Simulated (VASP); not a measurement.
# Cl (Im-3m) in VASP: relaxation of cell and atoms with revPBE

Aim: the relaxation of cell and atoms of Cl with revPBE.

Everything below comes from runs of VASP 6.6.1. Logs are shortened: lines on timing, memory, paths and dates and some standing lists are left out, and cuts for length are marked.

## Step 1: The cell of the first run

It takes space group Im-3m (No. 229, cubic). The conventional cell has a = 3.550 Å, b = 3.550 Å, c = 3.550 Å, α = 90.00°, β = 90.00°, γ = 90.00°. Cl (site symmetry m-3m) has 14 Cl at 3.07 to 3.55 Å within 4.0 Å.

## Step 2: Relaxation of cell and atoms, revPBE

File INCAR:

```
PREC     = Accurate       # precision mode
ENCUT    = 500            # plane-wave cutoff, eV
EDIFF    = 1E-7           # SCF threshold, eV
ISMEAR   = 1              # smearing method
SIGMA    = 0.05           # smearing width, eV
LREAL    = False          # projectors in reciprocal space
LASPH    = True           # aspherical terms in the spheres
NELM     = 120            # most SCF steps
ALGO     = Normal         # electronic algorithm
ISIF     = 3              # what is computed and relaxed
LWAVE    = False          # write WAVECAR
LCHARG   = False          # write CHGCAR
GGA      = RE             # functional
IBRION   = 2              # ionic algorithm
NSW      = 80             # ionic steps
EDIFFG   = -0.03          # ionic threshold
GGA_COMPAT= False        
NELMIN   = 4
```

File KPOINTS:

```
regular mesh
0
Gamma
  7 7 7
```

File POSCAR:

```
Cl
1.0
   -1.7750000000      1.7750000000      1.7750000000
    1.7750000000     -1.7750000000      1.7750000000
    1.7750000000      1.7750000000     -1.7750000000
Cl
1
Direct
    0.0000000000      0.0000000000      0.0000000000
```

Potentials or basis: VASP PAW PBE potentials, release 64 (Cl).

Started as:

```sh
$ cat potpaw_PBE.64/Cl/POTCAR > POTCAR
$ mpirun -np 1 vasp_std > vasp.out
```

OUTCAR:

```text
PREC = Accurate
   ENCUT = 500
   EDIFF = 1E-7
   ISMEAR = 1
   LREAL = False
   LASPH = True
   NELM = 120
   ISIF = 3
   GGA = RE
   IBRION = 2
   NSW = 80
   EDIFFG = -0.03
   NELMIN = 4

 ion  position               nearest neighbor table
   1  0.000  0.000  0.000-

  LATTYP: Found a body centered cubic cell.
 ALAT       =     3.5500000000

  Lattice vectors:

 A1 = (  -1.7750000000,   1.7750000000,   1.7750000000)
 A2 = (   1.7750000000,  -1.7750000000,   1.7750000000)
 A3 = (   1.7750000000,   1.7750000000,  -1.7750000000)

Analysis of symmetry for initial positions (statically):
=====================================================================
 Subroutine PRICEL returns:
 Original cell was already a primitive cell.

 Routine SETGRP: Setting up the symmetry group for a
 body centered cubic supercell.

 Subroutine GETGRP returns: Found 48 space group operations
 (whereof 48 operations were pure point group operations)
 out of a pool of 48 trial point group operations.

The static configuration has the point symmetry O_h .

Analysis of symmetry for dynamics (positions and initial velocities):
=====================================================================
 Subroutine PRICEL returns:
 Original cell was already a primitive cell.

 Routine SETGRP: Setting up the symmetry group for a
 body centered cubic supercell.

 Subroutine GETGRP returns: Found 48 space group operations
 (whereof 48 operations were pure point group operations)
 out of a pool of 48 trial point group operations.

The dynamic configuration has the point symmetry O_h .

 Subroutine INISYM returns: Found 48 space group operations
 (whereof 48 operations are pure point group operations),
 and found     1 'primitive' translations

----------------------------------------------------------------------------------------

                                     Primitive cell

  volume of cell :      22.3694

  direct lattice vectors                    reciprocal lattice vectors
    -1.775000000  1.775000000  1.775000000     0.000000000  0.281690141  0.281690141
     1.775000000 -1.775000000  1.775000000     0.281690141  0.000000000  0.281690141
     1.775000000  1.775000000 -1.775000000     0.281690141  0.281690141  0.000000000

  length of vectors
     3.074390183  3.074390183  3.074390183     0.398370018  0.398370018  0.398370018

  position of ions in fractional coordinates (direct lattice)
     0.000000000  0.000000000  0.000000000

  ion indices of the primitive-cell ions
   primitive index   ion index
                 1           1

----------------------------------------------------------------------------------------

 KPOINTS: regular mesh

Automatic generation of k-mesh.
 Grid dimensions read from file:
 generate k-points for:    7    7    7

 Generating k-lattice:

  Cartesian coordinates                     Fractional coordinates (reciprocal lattice)
     0.000000000  0.040241449  0.040241449     0.142857143  0.000000000  0.000000000
     0.040241449  0.000000000  0.040241449     0.000000000  0.142857143  0.000000000
     0.040241449  0.040241449  0.000000000     0.000000000  0.000000000  0.142857143

  Length of vectors
     0.056910003  0.056910003  0.056910003

  Shift w.r.t. Gamma in fractional coordinates (k-lattice)
     0.000000000  0.000000000  0.000000000

 Subroutine IBZKPT returns following result:
 ===========================================

 Found     20 irreducible k-points:

 Following reciprocal coordinates:
            Coordinates               Weight
  0.000000  0.000000  0.000000      1.000000
  0.142857  0.000000  0.000000     12.000000
  0.285714  0.000000  0.000000     12.000000
  0.428571  0.000000  0.000000     12.000000
  0.142857  0.142857  0.000000     24.000000
  0.285714  0.142857  0.000000     48.000000
[... 12 lines left out ...]
 -0.428571 -0.428571  0.285714      8.000000
 -0.428571  0.428571  0.428571      6.000000
   k-points           NKPTS =     20   k-points in BZ     NKDIM =     20   number of bands    NBANDS=      7
   number of dos      NEDOS =    301   number of ions     NIONS =      1
   total plane-waves  NPLWV =  13824
   dimension x,y,z NGX =    24 NGY =   24 NGZ =   24
   dimension x,y,z NGXF=    48 NGYF=   48 NGZF=   48
   ions per type =               1
   NGX,Y,Z   is equivalent  to a cutoff of  12.98, 12.98, 12.98 a.u.
   NGXF,Y,Z  is equivalent  to a cutoff of  25.96, 25.96, 25.96 a.u.
 SYSTEM =  unknown system
   PREC   = accura    normal or accurate (medium, high low for compatibility)
   ISTART =      0    job   : 0-new  1-cont  2-samecut
   ICHARG =      2    charge: 1-file 2-atom 10-const
   ISPIN  =      1    spin polarized calculation?
   LNONCOLLINEAR =      F non collinear calculations
   LSORBIT =      F    spin-orbit coupling
   LASPH  =      T    aspherical Exc in radial PAW
   ENCUT  =  500.0 eV  36.75 Ry    6.06 a.u.   5.61  5.61  5.61*2*pi/ulx,y,z
   NELM   =    120;   NELMIN=  4; NELMDL= -5     # of ELM steps
   EDIFF  = 0.1E-06   stopping-criterion for ELM
   LREAL  =      F    real-space projection
   EDIFFG = -.3E-01   stopping-criterion for IOM
   NSW    =     80    number of steps for IOM
   IBRION =      2    ionic relax: 0-MD 1-quasi-New 2-CG
   NFREE  =      1    steps in history (QN), initial steepest desc. (CG)
   ISIF   =      3    stress and relaxation
   ISYM   =      2    0-nonsym 1-usesym 2-fastsym
   POTIM  = 0.5000    time-step for ionic-motion
   TEBEG  =    0.0;   TEEND  =   0.0 temperature during run
   PSTRESS=    0.0 pullay stress
   NELECT =       7.0000    total number of electrons
   NUPDOWN=      -1.0000    fix difference up-down
   EMIN   =  10.00;   EMAX   =-10.00  energy-range for DOS
   EFERMI =   0.00;   METHOD = LEGACY
   ISMEAR =     1;   SIGMA  =   0.05  broadening in eV -4-tet -1-fermi 0-gaus
   EFERMI_NEDOS =   21; number of points for ismear=-14 and -15
   IALGO  =     38    algorithm
   IMIX   =      4    mixing-type and parameters
     AMIX     =   0.40;   BMIX     =  1.00
     AMIX_MAG =   1.60;   BMIX_MAG =  1.00
  volume/ion in A,a.u.               =      22.37       150.96
  Fermi-wavevector in a.u.,A,eV,Ry     =   1.111448  2.100332 16.807504  1.235317
  Thomas-Fermi vector in A             =   2.248011
   LORBIT       =      0    0 simple, 1 ext, 2 COOP (PROOUT), +10 PAW based schemes
   GGA     = RE    functional components
   LHFCALC =     F    Hartree Fock is set to
   AEXX    =    0.0000 exact exchange contribution
   IVDW    =     0    specifies the selected vdW correction
   LEPSILON=     F    determine dielectric tensor
   LRPA    =     F    only Hartree local field effects (RPA)
 conjugate gradient relaxation of ions
 non-spin polarized calculation
 Methfessel and Paxton  Order N= 1 SIGMA  =   0.05
  energy-cutoff  :      500.00
  volume of cell :       22.37
 maximum number of plane-waves:       581
   NGX = 11   NGY = 11   NGZ = 11

--------------------------------------- Ionic step        1  -------------------------------------------

 number of electron       7.0000000 magnetization

 Free energy of the ion-electron system (eV)
  ---------------------------------------------------
  ext. energy  EPLUGINS =         0.00000000
  ---------------------------------------------------
  free energy    TOTEN  =        -0.66491324 eV

  energy without entropy =       -0.66436890  energy(sigma->0) =       -0.66473179

------------------------ aborting loop because EDIFF is reached ----------------------------------------

  FORCE on cell =-STRESS in cart. coord.  units (eV):
  Direction    XX          YY          ZZ          XY          YZ          ZX
  --------------------------------------------------------------------------------------
  -------------------------------------------------------------------------------------
  Total        0.0769735      0.0769735      0.0769735     -0.0000000     -0.0000000      0.0000000
  in kB        5.5131118      5.5131118      5.5131118     -0.0000000     -0.0000000      0.0000000
  external PRESSURE =       5.5131118 kB  Pullay stress =       0.0000000 kB

 VOLUME and BASIS-vectors are now :
 -----------------------------------------------------------------------------
  energy-cutoff  :      500.00
  volume of cell :       22.37
      direct lattice vectors                 reciprocal lattice vectors
    -1.775000000  1.775000000  1.775000000     0.000000000  0.281690141  0.281690141
     1.775000000 -1.775000000  1.775000000     0.281690141  0.000000000  0.281690141
     1.775000000  1.775000000 -1.775000000     0.281690141  0.281690141  0.000000000

 POSITION                                       TOTAL-FORCE (eV/Angst)
 -----------------------------------------------------------------------------------
      0.00000      0.00000      0.00000        -0.000000      0.000000     -0.000000
 -----------------------------------------------------------------------------------
    total drift:                                0.000000      0.000000     -0.000000

  FREE ENERGIE OF THE ION-ELECTRON SYSTEM (eV)
  ---------------------------------------------------
  free  energy   TOTEN  =        -0.6649132378 eV

  energy  without entropy=       -0.6643689023  energy(sigma->0) =       -0.66473179
[... 15 lines left out ...]
 VOLUME and BASIS-vectors are now :
 -----------------------------------------------------------------------------
  energy-cutoff  :      500.00
  volume of cell :       22.62
      direct lattice vectors                 reciprocal lattice vectors
    -1.781591296  1.781591296  1.781591296     0.000000000  0.280647981  0.280647981
     1.781591296 -1.781591296  1.781591296     0.280647981  0.000000000  0.280647981
     1.781591296  1.781591296 -1.781591296     0.280647981  0.280647981  0.000000000

 POSITION                                       TOTAL-FORCE (eV/Angst)
 -----------------------------------------------------------------------------------
      3.56318      0.00000      0.00000        -0.000000     -0.000000     -0.000000
 -----------------------------------------------------------------------------------
    total drift:                                0.000000      0.000000     -0.000000

  FREE ENERGIE OF THE ION-ELECTRON SYSTEM (eV)
  ---------------------------------------------------
  free  energy   TOTEN  =        -0.6655466909 eV

  energy  without entropy=       -0.6650224606  energy(sigma->0) =       -0.66537195

--------------------------------------- Ionic step        3  -------------------------------------------

 number of electron       7.0000002 magnetization

 Free energy of the ion-electron system (eV)
  ---------------------------------------------------
  ext. energy  EPLUGINS =         0.00000000
  ---------------------------------------------------
  free energy    TOTEN  =        -0.66574663 eV

  energy without entropy =       -0.66524271  energy(sigma->0) =       -0.66557866

 E-fermi :   1.0036     XC(G=0):  -8.9977

 val. band max:        0.9203293732   @ k =   0.1429   0.1429   0.0000
 cond. band min:       1.0052711897   @ k =   0.2857   0.2857   0.0000
 fundamental gap:      0.0849418165
 Fermi energy:         1.0036371163

 k-point     1 :       0.0000    0.0000    0.0000
  band No.  band energies     occupation
      1     -13.8882      2.00000
      2       1.6143     -0.00000
      3       1.6143     -0.00000
      4       1.6143     -0.00000
      5      10.5798      0.00000
      6      15.2029      0.00000
      7      15.2029      0.00000

 k-point     2 :       0.1429    0.0000    0.0000
  band No.  band energies     occupation
      1     -13.6646      2.00000
      2       0.6018      2.00000
      3       1.3440     -0.00000
      4       1.5816     -0.00000
      5      11.5037      0.00000
      6      14.4524      0.00000
      7      14.7809      0.00000

 k-point     3 :       0.2857    0.0000    0.0000
  band No.  band energies     occupation
      1     -13.0997      2.00000
      2      -1.2954      2.00000
      3       0.8067      2.00000
      4       1.5053     -0.00000
      5      11.4772      0.00000
      6      13.2575      0.00000
      7      15.4436      0.00000
[... 181 lines left out ...]
 VOLUME and BASIS-vectors are now :
 -----------------------------------------------------------------------------
  energy-cutoff  :      500.00
  volume of cell :       22.88
      direct lattice vectors                 reciprocal lattice vectors
    -1.788403253  1.788403253  1.788403253     0.000000000  0.279579004  0.279579004
     1.788403253 -1.788403253  1.788403253     0.279579004  0.000000000  0.279579004
     1.788403253  1.788403253 -1.788403253     0.279579004  0.279579004  0.000000000

 POSITION                                       TOTAL-FORCE (eV/Angst)
 -----------------------------------------------------------------------------------
      0.00000      0.00000      0.00000        -0.000000      0.000000     -0.000000
 -----------------------------------------------------------------------------------
    total drift:                                0.000000     -0.000000      0.000000

  FREE ENERGIE OF THE ION-ELECTRON SYSTEM (eV)
  ---------------------------------------------------
  free  energy   TOTEN  =        -0.6657466304 eV

  energy  without entropy=       -0.6652427106  energy(sigma->0) =       -0.66557866

 reached required accuracy - stopping structural energy minimisation
```

It took 4.3 s on 1 thread of Intel Xeon Platinum 8375C at 2.90GHz (Ice Lake), shared host; peak memory 0.12 GiB.

Results:

- Free energy: -0.6657 eV
- Relaxed volume: 22.88 Å³/atom
- Relaxed cell: a = 3.098 Å, b = 3.098 Å, c = 3.098 Å, α = 109.47°, β = 109.47°, γ = 109.47°
- Space group after relaxing (to 0.1 Å): Im-3m (No. 229)
- Energy gained by relaxing: 0.8 meV/atom
- Ionic steps: 3
- Pressure after relaxing: 0.0 GPa
- Band gap on the k mesh: zero (an odd number of electrons rules out a gap without spin polarisation)

Step by step:
```tsv
step	energy change (eV)	largest force (eV/Å)	pressure (GPa)	volume (Å³)
1	0.0000	0.0000	0.55	22.37
2	-0.0006	0.0000	0.26	22.62
3	-0.0008	0.0000	-0.01	22.88
```

Final structure:
```
Cl
1.0
    -1.78840    1.78840    1.78840
     1.78840   -1.78840    1.78840
     1.78840    1.78840   -1.78840
Cl
1
Direct
  0.00000 0.00000 0.00000
```

Levels at points of the mesh, in eV from the Fermi level:
| k point | band 1 | band 2 | band 3 | band 4 | band 5 | band 6 | band 7 |
| --- | --- | --- | --- | --- | --- | --- | --- |
| (0.00, 0.00, 0.00) | -14.89 | 0.61 | 0.61 | 0.61 | 9.58 | 14.20 | 14.20 |

Caveat: the PAW data sets were made with another functional, which shifts forces and pressure a little; an odd number of electrons without spin polarisation forces a metal; a magnetic or distorted state may lie lower.
